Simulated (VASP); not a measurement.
# C (P6_3/mmc) in VASP: relaxation of cell and atoms with PBE

Aim: the relaxation of cell and atoms of C with PBE.

All numbers are computed with VASP 6.6.1; they aren't measurements. Logs are shortened: lines on timing, memory, paths and dates and some standing lists are left out, and cuts for length are marked.

## Step 1: The cell of the first run

It takes space group P6_3/mmc (No. 194, hexagonal). Conventional cell: a = 4.270 Å, b = 4.270 Å, c = 5.035 Å, α = 90.00°, β = 90.00°, γ = 120.00°. Within 1.9 Å of C (site symmetry mm2) lie 5 C at 1.42 to 1.81 Å. C (site symmetry -6m2) has 3 C at 1.42 Å within 1.9 Å. C (site symmetry -3m) has 6 C at 1.64 Å within 2.2 Å.

## Step 2: Relaxation of cell and atoms, PBE

Input file INCAR:

```
SYSTEM = C
ALGO = Normal
EDIFF = 1E-6
EDIFFG = -0.01
ENCUT = 600
GGA = PE
IBRION = 2
ISIF = 3
ISMEAR = 0
LASPH = .TRUE.
LCHARG = .FALSE.
LREAL = .FALSE.
LWAVE = .FALSE.
NELM = 80
NSW = 100
PREC = Accurate
SIGMA = 0.1
```

Input file KPOINTS:

```
k-points
0
G
  12 12 8
  0 0 0
```

Input file POSCAR:

```
C
1.0
    4.2700491900      0.0000000000      0.0000000000
   -2.1350245950      3.6979710739      0.0000000000
    0.0000000000      0.0000000000      5.0345865256
C
10
Direct
    0.2823153912      0.1411576956      0.7500000000
    0.7176846088      0.8588423044      0.2500000000
    0.8588423044      0.7176846088      0.7500000000
    0.1411576956      0.2823153912      0.2500000000
    0.8588423044      0.1411576956      0.7500000000
    0.1411576956      0.8588423044      0.2500000000
    0.6666666667      0.3333333333      0.7500000000
    0.3333333333      0.6666666667      0.2500000000
    0.0000000000      0.0000000000      0.0000000000
    0.0000000000      0.0000000000      0.5000000000
```

Potentials or basis: VASP PAW PBE potentials, release 64 (C).

The run is started by

```
cat potpaw_PBE.64/C/POTCAR > POTCAR
mpirun -np 1 vasp_std > vasp.out
```

OUTCAR:

```text
SYSTEM = C
   EDIFF = 1E-6
   EDIFFG = -0.01
   ENCUT = 600
   GGA = PE
   IBRION = 2
   ISIF = 3
   ISMEAR = 0
   LASPH = .TRUE.
   LREAL = .FALSE.
   NELM = 80
   NSW = 100
   PREC = Accurate

 ion  position               nearest neighbor table
   1  0.282  0.141  0.750-   7 1.42   9 1.64  10 1.64   3 1.81   5 1.81
   2  0.718  0.859  0.250-   8 1.42   9 1.64  10 1.64   4 1.81   6 1.81
   3  0.859  0.718  0.750-   7 1.42   9 1.64  10 1.64   5 1.81   1 1.81
   4  0.141  0.282  0.250-   8 1.42   9 1.64  10 1.64   6 1.81   2 1.81
   5  0.859  0.141  0.750-   7 1.42   9 1.64  10 1.64   3 1.81   1 1.81
   6  0.141  0.859  0.250-   8 1.42   9 1.64  10 1.64   4 1.81   2 1.81
   7  0.667  0.333  0.750-   5 1.42   3 1.42   1 1.42
   8  0.333  0.667  0.250-   6 1.42   4 1.42   2 1.42
   9  0.000  0.000  0.000-   3 1.64   4 1.64   1 1.64   2 1.64   5 1.64   6 1.64
  10  0.000  0.000  0.500-   3 1.64   4 1.64   1 1.64   2 1.64   5 1.64   6 1.64

  LATTYP: Found a hexagonal cell.
 ALAT       =     4.2700491900
 C/A-ratio  =     1.1790464937

  Lattice vectors:

 A1 = (   4.2700491900,   0.0000000000,   0.0000000000)
 A2 = (  -2.1350245950,   3.6979710739,   0.0000000000)
 A3 = (   0.0000000000,   0.0000000000,   5.0345865256)

Analysis of symmetry for initial positions (statically):
=====================================================================
 Subroutine PRICEL returns:
 Original cell was already a primitive cell.

 Routine SETGRP: Setting up the symmetry group for a
 hexagonal supercell.

 Subroutine GETGRP returns: Found 24 space group operations
 (whereof 12 operations were pure point group operations)
 out of a pool of 24 trial point group operations.

The static configuration has the point symmetry D_3d.
 The point group associated with its full space group is D_6h.

Analysis of symmetry for dynamics (positions and initial velocities):
=====================================================================
 Subroutine PRICEL returns:
 Original cell was already a primitive cell.

 Routine SETGRP: Setting up the symmetry group for a
 hexagonal supercell.

 Subroutine GETGRP returns: Found 24 space group operations
 (whereof 12 operations were pure point group operations)
 out of a pool of 24 trial point group operations.

The dynamic configuration has the point symmetry D_3d.
 The point group associated with its full space group is D_6h.

 Subroutine INISYM returns: Found 24 space group operations
 (whereof 12 operations are pure point group operations),
 and found     1 'primitive' translations

----------------------------------------------------------------------------------------

                                     Primitive cell

  volume of cell :      79.4987

  direct lattice vectors                    reciprocal lattice vectors
     4.270049190  0.000000000  0.000000000     0.234189340  0.135209278  0.000000000
    -2.135024595  3.697971074  0.000000000     0.000000000  0.270418557  0.000000000
     0.000000000  0.000000000  5.034586526     0.000000000  0.000000000  0.198626043

  length of vectors
     4.270049190  4.270049190  5.034586526     0.270418557  0.270418557  0.198626043

  position of ions in fractional coordinates (direct lattice)
     0.282315391  0.141157696  0.750000000
     0.717684609  0.858842304  0.250000000
     0.858842304  0.717684609  0.750000000
     0.141157696  0.282315391  0.250000000
     0.858842304  0.141157696  0.750000000
     0.141157696  0.858842304  0.250000000
     0.666666667  0.333333333  0.750000000
     0.333333333  0.666666667  0.250000000
     0.000000000  0.000000000  0.000000000
     0.000000000  0.000000000  0.500000000

  ion indices of the primitive-cell ions
   primitive index   ion index
                 1           1
                 2           2
                 3           3
                 4           4
                 5           5
                 6           6
                 7           7
                 8           8
                 9           9
                10          10

----------------------------------------------------------------------------------------

 KPOINTS: k-points

Automatic generation of k-mesh.
 Grid dimensions read from file:
 generate k-points for:   12   12    8

 Generating k-lattice:

  Cartesian coordinates                     Fractional coordinates (reciprocal lattice)
     0.019515778  0.011267440  0.000000000     0.083333333  0.000000000  0.000000000
     0.000000000  0.022534880  0.000000000     0.000000000  0.083333333  0.000000000
     0.000000000  0.000000000  0.024828255     0.000000000  0.000000000  0.125000000

  Length of vectors
     0.022534880  0.022534880  0.024828255

  Shift w.r.t. Gamma in fractional coordinates (k-lattice)
     0.000000000  0.000000000  0.000000000

 Subroutine IBZKPT returns following result:
 ===========================================

 Found     95 irreducible k-points:

 Following reciprocal coordinates:
            Coordinates               Weight
  0.000000  0.000000  0.000000      1.000000
  0.083333 -0.000000  0.000000      6.000000
  0.166667 -0.000000  0.000000      6.000000
  0.250000 -0.000000  0.000000      6.000000
  0.333333 -0.000000  0.000000      6.000000
  0.416667 -0.000000  0.000000      6.000000
[... 16 lines left out ...]
  0.250000 -0.000000  0.125000     12.000000
  0.333333 -0.000000  0.125000     12.000000
 [... further k-points ...]
   k-points           NKPTS =     95   k-points in BZ     NKDIM =     95   number of bands    NBANDS=     26
   number of dos      NEDOS =    301   number of ions     NIONS =     10
   total plane-waves  NPLWV =  51840
   dimension x,y,z NGX =    36 NGY =   36 NGZ =   40
   dimension x,y,z NGXF=    72 NGYF=   72 NGZF=   80
   ions per type =              10
   NGX,Y,Z   is equivalent  to a cutoff of  14.02, 14.02, 13.21 a.u.
   NGXF,Y,Z  is equivalent  to a cutoff of  28.03, 28.03, 26.42 a.u.
 SYSTEM =  C
   PREC   = accura    normal or accurate (medium, high low for compatibility)
   ISTART =      0    job   : 0-new  1-cont  2-samecut
   ICHARG =      2    charge: 1-file 2-atom 10-const
   ISPIN  =      1    spin polarized calculation?
   LNONCOLLINEAR =      F non collinear calculations
   LSORBIT =      F    spin-orbit coupling
   LASPH  =      T    aspherical Exc in radial PAW
   ENCUT  =  600.0 eV  44.10 Ry    6.64 a.u.   8.53  8.53 10.06*2*pi/ulx,y,z
   NELM   =     80;   NELMIN=  2; NELMDL= -5     # of ELM steps
   EDIFF  = 0.1E-05   stopping-criterion for ELM
   LREAL  =      F    real-space projection
   EDIFFG = -.1E-01   stopping-criterion for IOM
   NSW    =    100    number of steps for IOM
   IBRION =      2    ionic relax: 0-MD 1-quasi-New 2-CG
   NFREE  =      1    steps in history (QN), initial steepest desc. (CG)
   ISIF   =      3    stress and relaxation
   ISYM   =      2    0-nonsym 1-usesym 2-fastsym
   POTIM  = 0.5000    time-step for ionic-motion
   TEBEG  =    0.0;   TEEND  =   0.0 temperature during run
   PSTRESS=    0.0 pullay stress
   NELECT =      40.0000    total number of electrons
   NUPDOWN=      -1.0000    fix difference up-down
   EMIN   =  10.00;   EMAX   =-10.00  energy-range for DOS
   EFERMI =   0.00;   METHOD = LEGACY
   ISMEAR =     0;   SIGMA  =   0.10  broadening in eV -4-tet -1-fermi 0-gaus
   EFERMI_NEDOS =   21; number of points for ismear=-14 and -15
   IALGO  =     38    algorithm
   IMIX   =      4    mixing-type and parameters
     AMIX     =   0.40;   BMIX     =  1.00
     AMIX_MAG =   1.60;   BMIX_MAG =  1.00
  volume/ion in A,a.u.               =       7.95        53.65
  Fermi-wavevector in a.u.,A,eV,Ry     =   1.302091  2.460596 23.067885  1.695442
  Thomas-Fermi vector in A             =   2.433182
   LORBIT       =      0    0 simple, 1 ext, 2 COOP (PROOUT), +10 PAW based schemes
   GGA     = PE    functional components
   LHFCALC =     F    Hartree Fock is set to
   AEXX    =    0.0000 exact exchange contribution
   IVDW    =     0    specifies the selected vdW correction
   LEPSILON=     F    determine dielectric tensor
   LRPA    =     F    only Hartree local field effects (RPA)
 conjugate gradient relaxation of ions
 non-spin polarized calculation
 Gauss-broadening in eV      SIGMA  =   0.10
  energy-cutoff  :      600.00
  volume of cell :       79.50
 maximum number of plane-waves:      2680
 NGX is ok and might be reduce to    36
   NGX = 17   NGY = 17   NGZ = 21

--------------------------------------- Ionic step        1  -------------------------------------------

 number of electron      40.0000001 magnetization

 Free energy of the ion-electron system (eV)
  ---------------------------------------------------
  ext. energy  EPLUGINS =         0.00000000
  ---------------------------------------------------
  free energy    TOTEN  =       -70.02155297 eV

  energy without entropy =      -70.00827063  energy(sigma->0) =      -70.01491180

------------------------ aborting loop because EDIFF is reached ----------------------------------------

  FORCE on cell =-STRESS in cart. coord.  units (eV):
  Direction    XX          YY          ZZ          XY          YZ          ZX
  --------------------------------------------------------------------------------------
  -------------------------------------------------------------------------------------
  Total       -0.0006417     -0.0006417      0.1129601      0.0000000      0.0000000      0.0000000
  in kB       -0.0129326     -0.0129326      2.2765407      0.0000000      0.0000000      0.0000000
  external PRESSURE =       0.7502252 kB  Pullay stress =       0.0000000 kB
[... 73 lines left out ...]
  energy  without entropy=      -70.0084453622  energy(sigma->0) =      -70.01498670

--------------------------------------- Ionic step        3  -------------------------------------------

 number of electron      40.0000001 magnetization

 Free energy of the ion-electron system (eV)
  ---------------------------------------------------
  ext. energy  EPLUGINS =         0.00000000
  ---------------------------------------------------
  free energy    TOTEN  =       -70.02164157 eV

  energy without entropy =      -70.00844941  energy(sigma->0) =      -70.01504549

 E-fermi :   7.0355     XC(G=0): -11.1281

 val. band max:        7.0314306916   @ k =   0.2500  -0.0000   0.0000
 cond. band min:       7.0404017650   @ k =   0.0833  -0.0000   0.1250
 fundamental gap:      0.0089710734
 Fermi energy:         7.0354697716

 k-point     1 :       0.0000    0.0000    0.0000
  band No.  band energies     occupation
      1     -15.5989      2.00000
      2     -12.8367      2.00000
      3      -9.0622      2.00000
      4      -8.9095      2.00000
      5      -8.4961      2.00000
      6      -6.3537      2.00000
[... 685 lines left out ...]
     25       9.8676      0.00000
     26      10.0967      0.00000

 [... further k-points ...]

------------------------ aborting loop because EDIFF is reached ----------------------------------------

  FORCE on cell =-STRESS in cart. coord.  units (eV):
  Direction    XX          YY          ZZ          XY          YZ          ZX
  --------------------------------------------------------------------------------------
  -------------------------------------------------------------------------------------
  Total       -0.0989476     -0.0989476      0.0661945      0.0000000      0.0000000      0.0000000
  in kB       -1.9936420     -1.9936420      1.3337176      0.0000000      0.0000000      0.0000000
  external PRESSURE =      -0.8845221 kB  Pullay stress =       0.0000000 kB
[... 25 lines left out ...]
  FREE ENERGIE OF THE ION-ELECTRON SYSTEM (eV)
  ---------------------------------------------------
  free  energy   TOTEN  =       -70.0216415718 eV

  energy  without entropy=      -70.0084494066  energy(sigma->0) =      -70.01504549

 reached required accuracy - stopping structural energy minimisation
```

Run time: 4.6 min. Hardware: 1 thread of Intel Xeon Platinum 8259CL at 2.50GHz (Skylake/Cascade Lake), shared host; peak memory 0.31 GiB.

What came out:

```yaml
Free_energy: -70.0216 eV
Relaxed_volume: 7.95 Å³/atom
Relaxed_cell: a = 4.270 Å, b = 4.270 Å, c = 5.036 Å, α = 90.00°, β = 90.00°, γ = 120.00°
Space_group_after_relaxing_to_0.1_Å: P6_3/mmc (No. 194)
Energy_gained_by_relaxing: 0.0 meV/atom
Ionic_steps: 3
Pressure_after_relaxing: -0.1 GPa
Band_gap_on_the_k_mesh: zero (bands 20 and 21 overlap by 1.01 eV)
```

Forces on the atoms (eV/Å):
```
C    0.002  0.001  0.000
C   -0.002 -0.001  0.000
C    0.000 -0.002  0.000
C    0.000  0.002  0.000
C   -0.002  0.001  0.000
C    0.002 -0.001  0.000
C    0.000  0.000  0.000
C    0.000  0.000  0.000
C    0.000  0.000  0.000
C    0.000  0.000  0.000
```

Stress tensor (GPa, compression positive):
```
-0.20  0.00  0.00
 0.00 -0.20  0.00
 0.00  0.00  0.13
```

Final structure:
```
CELL_PARAMETERS angstrom
4.27004 0.00000 0.00000
-2.13502 3.69797 0.00000
0.00000 0.00000 5.03586
ATOMIC_POSITIONS crystal
C 0.28211 0.14106 0.75000
C 0.71789 0.85894 0.25000
C 0.85894 0.71789 0.75000
C 0.14106 0.28211 0.25000
C 0.85894 0.14106 0.75000
C 0.14106 0.85894 0.25000
C 0.66667 0.33333 0.75000
C 0.33333 0.66667 0.25000
C 0.00000 0.00000 0.00000
C 0.00000 0.00000 0.50000
```
